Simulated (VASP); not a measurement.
Runs of VASP 6.6.1 on Pt. The structure is that of space group Im-3m (No. 229), or close to it. The cells are those of the table. 

| cell | gap on the mesh (eV) | pressure (GPa) |
| --- | --- | --- |
| a = 2.674 Å, angles 109.5°, 1 atom | none | 16.2 |
| a = 2.721 Å, angles 109.5°, 1 atom | none | 0.4 |
| a = 2.811 Å, angles 109.5°, 1 atom | none | (a) |
| a = 2.833 Å, angles 109.5°, 1 atom | none | -22.1 |
| a = 2.767 Å, angles 109.5°, 1 atom | none | -10.9 |
| a = 2.697 Å, angles 109.5°, 1 atom | none | 7.6 |
| a = 2.789 Å, angles 109.5°, 1 atom | none | -15.3 |
| a = 2.744 Å, angles 109.5°, 1 atom | none | -5.7 |
| a = 2.649 Å, angles 109.5°, 1 atom | none | (b) |

Alike in all rows: task single point; level r2SCAN; potentials or basis VASP PAW PBE potentials, release 64 (Pt); no spin polarisation; k mesh 13 × 13 × 13; cutoff (eV) 520; smearing fermi-dirac 0.1 eV.

Task: Fill in the values left out.

Result: (a) -19.0; (b) 26.3.

Caveats: the PAW data sets were made with another functional, which shifts forces and pressure a little; spin-orbit coupling is left out, which moves the levels of the heavy elements.

A k mesh can miss the band edges, and the runs leave out spin-orbit coupling on Pt.

A gap of «none» marks levels without a gap at the run's occupations.
